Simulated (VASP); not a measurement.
# Au (Fm-3m) in VASP: further runs

The runs below take Au through single point, relaxation of cell and atoms, with PBE.

Everything below comes from runs of VASP 6.6.1. Logs are shortened: lines on timing, memory, paths and dates and some standing lists are left out, and cuts for length are marked.

## (1) The cell of the first run

Symmetry: Fm-3m, No. 225, cubic system. The conventional cell has a = 4.158 Å, b = 4.158 Å, c = 4.158 Å, α = 90.00°, β = 90.00°, γ = 90.00°. Au (site symmetry m-3m) has 12 Au at 2.94 Å within 3.9 Å.

## (2) Single point, PBE

INCAR

```
SYSTEM = Au
  PREC = Accurate
  ENCUT = 520
  EDIFF = 1E-6
  ISMEAR = 1
  SIGMA = 0.1
  LREAL = .FALSE.
  LASPH = .TRUE.
  NELM = 80
  ALGO = Fast
  ISIF = 2
  LWAVE = .FALSE.
  LCHARG = .FALSE.
  GGA = PE
  NBANDS = 12
```

KPOINTS

```
Automatic mesh
0
G
  20 20 20
  0 0 0
```

POSCAR

```
Au
1.0
    0.0000000000      2.0790917617      2.0790917617
    2.0790917617      0.0000000000      2.0790917617
    2.0790917617      2.0790917617      0.0000000000
Au
1
Direct
    0.0000000000      0.0000000000      0.0000000000
```

Potentials or basis: VASP PAW PBE potentials, release 64 (Au).

On the command line:

```sh
> cat potpaw_PBE.64/Au/POTCAR > POTCAR
> mpirun -np 1 vasp_std > vasp.out
```

OUTCAR:

```text
SYSTEM = Au
   PREC = Accurate
   ENCUT = 520
   EDIFF = 1E-6
   ISMEAR = 1
   LREAL = .FALSE.
   LASPH = .TRUE.
   NELM = 80
   ISIF = 2
   GGA = PE

 ion  position               nearest neighbor table
   1  0.000  0.000  0.000-

  LATTYP: Found a face centered cubic cell.
 ALAT       =     4.1581835234

  Lattice vectors:

 A1 = (   0.0000000000,   2.0790917617,   2.0790917617)
 A2 = (   2.0790917617,   0.0000000000,   2.0790917617)
 A3 = (   2.0790917617,   2.0790917617,   0.0000000000)

Analysis of symmetry for initial positions (statically):
=====================================================================
 Subroutine PRICEL returns:
 Original cell was already a primitive cell.

 Routine SETGRP: Setting up the symmetry group for a
 face centered cubic supercell.

 Subroutine GETGRP returns: Found 48 space group operations
 (whereof 48 operations were pure point group operations)
 out of a pool of 48 trial point group operations.

The static configuration has the point symmetry O_h .

Analysis of symmetry for dynamics (positions and initial velocities):
=====================================================================
 Subroutine PRICEL returns:
 Original cell was already a primitive cell.

 Routine SETGRP: Setting up the symmetry group for a
 face centered cubic supercell.

 Subroutine GETGRP returns: Found 48 space group operations
 (whereof 48 operations were pure point group operations)
 out of a pool of 48 trial point group operations.

The dynamic configuration has the point symmetry O_h .

 Subroutine INISYM returns: Found 48 space group operations
 (whereof 48 operations are pure point group operations),
 and found     1 'primitive' translations

----------------------------------------------------------------------------------------

                                     Primitive cell

  volume of cell :      17.9743

  direct lattice vectors                    reciprocal lattice vectors
     0.000000000  2.079091762  2.079091762    -0.240489626  0.240489626  0.240489626
     2.079091762  0.000000000  2.079091762     0.240489626 -0.240489626  0.240489626
     2.079091762  2.079091762  0.000000000     0.240489626  0.240489626 -0.240489626

  length of vectors
     2.940279767  2.940279767  2.940279767     0.416540251  0.416540251  0.416540251

  position of ions in fractional coordinates (direct lattice)
     0.000000000  0.000000000  0.000000000

  ion indices of the primitive-cell ions
   primitive index   ion index
                 1           1

----------------------------------------------------------------------------------------

 KPOINTS: Automatic mesh

Automatic generation of k-mesh.
 Grid dimensions read from file:
 generate k-points for:   20   20   20

 Generating k-lattice:

  Cartesian coordinates                     Fractional coordinates (reciprocal lattice)
    -0.012024481  0.012024481  0.012024481     0.050000000  0.000000000  0.000000000
     0.012024481 -0.012024481  0.012024481     0.000000000  0.050000000  0.000000000
     0.012024481  0.012024481 -0.012024481     0.000000000  0.000000000  0.050000000

  Length of vectors
     0.020827013  0.020827013  0.020827013

  Shift w.r.t. Gamma in fractional coordinates (k-lattice)
     0.000000000  0.000000000  0.000000000

 Subroutine IBZKPT returns following result:
 ===========================================

 Found    256 irreducible k-points:

 Following reciprocal coordinates:
            Coordinates               Weight
  0.000000  0.000000  0.000000      1.000000
  0.050000  0.000000  0.000000      8.000000
  0.100000  0.000000  0.000000      8.000000
  0.150000  0.000000  0.000000      8.000000
  0.200000  0.000000  0.000000      8.000000
  0.250000  0.000000  0.000000      8.000000
[... 16 lines left out ...]
 -0.400000  0.050000  0.000000     24.000000
 -0.350000  0.050000  0.000000     24.000000
 [... further k-points ...]
   k-points           NKPTS =    256   k-points in BZ     NKDIM =    256   number of bands    NBANDS=     12
   number of dos      NEDOS =    301   number of ions     NIONS =      1
   total plane-waves  NPLWV =  13824
   dimension x,y,z NGX =    24 NGY =   24 NGZ =   24
   dimension x,y,z NGXF=    48 NGYF=   48 NGZF=   48
   ions per type =               1
   NGX,Y,Z   is equivalent  to a cutoff of  13.57, 13.57, 13.57 a.u.
   NGXF,Y,Z  is equivalent  to a cutoff of  27.14, 27.14, 27.14 a.u.
 SYSTEM =  Au
   PREC   = accura    normal or accurate (medium, high low for compatibility)
   ISTART =      0    job   : 0-new  1-cont  2-samecut
   ICHARG =      2    charge: 1-file 2-atom 10-const
   ISPIN  =      1    spin polarized calculation?
   LNONCOLLINEAR =      F non collinear calculations
   LSORBIT =      F    spin-orbit coupling
   LASPH  =      T    aspherical Exc in radial PAW
   ENCUT  =  520.0 eV  38.22 Ry    6.18 a.u.   5.47  5.47  5.47*2*pi/ulx,y,z
   NELM   =     80;   NELMIN=  2; NELMDL= -5     # of ELM steps
   EDIFF  = 0.1E-05   stopping-criterion for ELM
   LREAL  =      F    real-space projection
   EDIFFG = 0.1E-04   stopping-criterion for IOM
   NSW    =      0    number of steps for IOM
   IBRION =     -1    ionic relax: 0-MD 1-quasi-New 2-CG
   NFREE  =      0    steps in history (QN), initial steepest desc. (CG)
   ISIF   =      2    stress and relaxation
   ISYM   =      2    0-nonsym 1-usesym 2-fastsym
   POTIM  = 0.5000    time-step for ionic-motion
   TEBEG  =    0.0;   TEEND  =   0.0 temperature during run
   PSTRESS=    0.0 pullay stress
   NELECT =      11.0000    total number of electrons
   NUPDOWN=      -1.0000    fix difference up-down
   EMIN   =  10.00;   EMAX   =-10.00  energy-range for DOS
   EFERMI =   0.00;   METHOD = LEGACY
   ISMEAR =     1;   SIGMA  =   0.10  broadening in eV -4-tet -1-fermi 0-gaus
   EFERMI_NEDOS =   21; number of points for ismear=-14 and -15
   IALGO  =     68    algorithm
   IMIX   =      4    mixing-type and parameters
     AMIX     =   0.40;   BMIX     =  1.00
     AMIX_MAG =   1.60;   BMIX_MAG =  1.00
  volume/ion in A,a.u.               =      17.97       121.30
  Fermi-wavevector in a.u.,A,eV,Ry     =   1.389917  2.626561 26.284661  1.931868
  Thomas-Fermi vector in A             =   2.513902
   LORBIT       =      0    0 simple, 1 ext, 2 COOP (PROOUT), +10 PAW based schemes
   GGA     = PE    functional components
   LHFCALC =     F    Hartree Fock is set to
   AEXX    =    0.0000 exact exchange contribution
   IVDW    =     0    specifies the selected vdW correction
   LEPSILON=     F    determine dielectric tensor
   LRPA    =     F    only Hartree local field effects (RPA)
 non-spin polarized calculation
 RMM-DIIS sequential band-by-band and
 Methfessel and Paxton  Order N= 1 SIGMA  =   0.10
  energy-cutoff  :      520.00
  volume of cell :       17.97
 maximum number of plane-waves:       531
 NGX is ok and might be reduce to    24
   NGX = 11   NGY = 11   NGZ = 11

 number of electron      11.0000001 magnetization

 Free energy of the ion-electron system (eV)
  ---------------------------------------------------
  ext. energy  EPLUGINS =         0.00000000
  ---------------------------------------------------
  free energy    TOTEN  =        -3.22166812 eV

  energy without entropy =       -3.22153071  energy(sigma->0) =       -3.22162232

 E-fermi :   8.5657     XC(G=0): -12.3994

 val. band max:        8.5565603243   @ k =   0.5000   0.1500   0.0500
 cond. band min:       8.6499858057   @ k =   0.5000   0.3000   0.1000
 fundamental gap:      0.0934254814
 Fermi energy:         8.5656703009

 k-point     1 :       0.0000    0.0000    0.0000
  band No.  band energies     occupation
      1      -0.6940      2.00000
      2       4.1950      2.00000
      3       4.1950      2.00000
      4       4.1950      2.00000
      5       5.5729      2.00000
      6       5.5729      2.00000
      7      23.1927      0.00000
      8      26.8851      0.00000
      9      26.8851      0.00000
     10      26.8851      0.00000
     11      31.6237      0.00000
     12      35.7025      0.00000

 k-point     2 :       0.0500    0.0000    0.0000
  band No.  band energies     occupation
      1      -0.6106      2.00000
      2       4.1691      2.00000
      3       4.2231      2.00000
      4       4.2231      2.00000
      5       5.5605      2.00000
      6       5.5605      2.00000
      7      23.2844      0.00000
      8      26.2902      0.00000
      9      26.9758      0.00000
     10      26.9758      0.00000
     11      32.1086      0.00000
     12      34.6023      0.00000

 k-point     3 :       0.1000    0.0000    0.0000
  band No.  band energies     occupation
      1      -0.3654      2.00000
      2       4.1011      2.00000
      3       4.2986      2.00000
      4       4.2986      2.00000
      5       5.5328      2.00000
      6       5.5328      2.00000
      7      23.4907      0.00000
      8      25.0126      0.00000
      9      27.2324      0.00000
     10      27.2324      0.00000
     11      32.0097      0.00000
     12      34.1520      0.00000

 k-point     4 :       0.1500    0.0000    0.0000
  band No.  band energies     occupation
      1       0.0236      2.00000
      2       4.0215      2.00000
      3       4.3926      2.00000
      4       4.3926      2.00000
      5       5.5209      2.00000
      6       5.5209      2.00000
      7      23.0179      0.00000
      8      24.1854      0.00000
      9      27.5990      0.00000
     10      27.5990      0.00000
     11      30.7928      0.00000
     12      32.9100      0.00000

 k-point     5 :       0.2000    0.0000    0.0000
  band No.  band energies     occupation
      1       0.5165      2.00000
      2       3.9864      2.00000
      3       4.4563      2.00000
      4       4.4563      2.00000
      5       5.5747      2.00000
      6       5.5747      2.00000
      7      21.3328      0.00000
      8      24.2746      0.00000
      9      27.9361      0.00000
     10      27.9361      0.00000
     11      29.9826      0.00000
     12      31.8141      0.00000
[... 228 lines left out ...]
      1       1.8314      2.00000
      2       4.1265      2.00000
      3       4.2133      2.00000
      4       6.2995      2.00000
      5       6.6699      2.00000
      6       8.2268      2.00002
      7      11.4966      0.00000
      8      22.6996      0.00000
      9      25.0275      0.00000
     10      25.1441      0.00000
     11      32.7650      0.00000
     12      32.8728      0.00000

 k-point    22 :      -0.4500    0.0500    0.0000
  band No.  band energies     occupation
      1       1.8318      2.00000
      2       4.1387      2.00000
      3       4.2130      2.00000
      4       6.3021      2.00000
      5       6.5953      2.00000
      6       8.0341      2.00000
      7      11.7748      0.00000
      8      22.7202      0.00000
      9      24.8660      0.00000
     10      25.4279      0.00000
     11      32.6826      0.00000
     12      32.7877      0.00000

 k-point    23 :      -0.4000    0.0500    0.0000
  band No.  band energies     occupation
      1       1.8250      2.00000
      2       4.1862      2.00000
      3       4.2485      2.00000
      4       5.9838      2.00000
      5       6.4177      2.00000
      6       7.2323      2.00000
      7      13.1788      0.00000
      8      22.8926      0.00000
      9      24.9952      0.00000
     10      26.0184      0.00000
     11      32.1636      0.00000
     12      32.5594      0.00000

 k-point    24 :      -0.3500    0.0500    0.0000
  band No.  band energies     occupation
      1       1.7754      2.00000
      2       4.2595      2.00000
      3       4.3147      2.00000
      4       5.2850      2.00000
      5       6.1666      2.00000
      6       6.6821      2.00000
      7      14.9487      0.00000
      8      23.1999      0.00000
      9      25.3724      0.00000
     10      26.8847      0.00000
     11      31.3141      0.00000
     12      32.0825      0.00000

 [... further k-points ...]

------------------------ aborting loop because EDIFF is reached ----------------------------------------

  FORCE on cell =-STRESS in cart. coord.  units (eV):
  Direction    XX          YY          ZZ          XY          YZ          ZX
  --------------------------------------------------------------------------------------
  -------------------------------------------------------------------------------------
  Total       -0.0191370     -0.0191370     -0.0191370     -0.0000000      0.0000000     -0.0000000
  in kB       -1.7058222     -1.7058222     -1.7058222     -0.0000000      0.0000000     -0.0000000
  external PRESSURE =      -1.7058222 kB  Pullay stress =       0.0000000 kB

 VOLUME and BASIS-vectors are now :
 -----------------------------------------------------------------------------
  energy-cutoff  :      520.00
  volume of cell :       17.97
      direct lattice vectors                 reciprocal lattice vectors
     0.000000000  2.079091762  2.079091762    -0.240489626  0.240489626  0.240489626
     2.079091762  0.000000000  2.079091762     0.240489626 -0.240489626  0.240489626
     2.079091762  2.079091762  0.000000000     0.240489626  0.240489626 -0.240489626

 POSITION                                       TOTAL-FORCE (eV/Angst)
 -----------------------------------------------------------------------------------
      0.00000      0.00000      0.00000         0.000000      0.000000      0.000000
 -----------------------------------------------------------------------------------
    total drift:                               -0.000000      0.000000      0.000000

  FREE ENERGIE OF THE ION-ELECTRON SYSTEM (eV)
  ---------------------------------------------------
  free  energy   TOTEN  =        -3.2216681200 eV

  energy  without entropy=       -3.2215307130  energy(sigma->0) =       -3.22162232
```

Run time: 88 s. Hardware: 1 thread of AMD EPYC 7R43 (Zen 3), shared host; peak memory 0.15 GiB.

Results:

```
Free energy : -3.2217 eV
Pressure    : -0.2 GPa
```

Caveat: spin-orbit coupling is left out, which moves the levels of the heavy elements.

(Continued in part 2 of 2.)
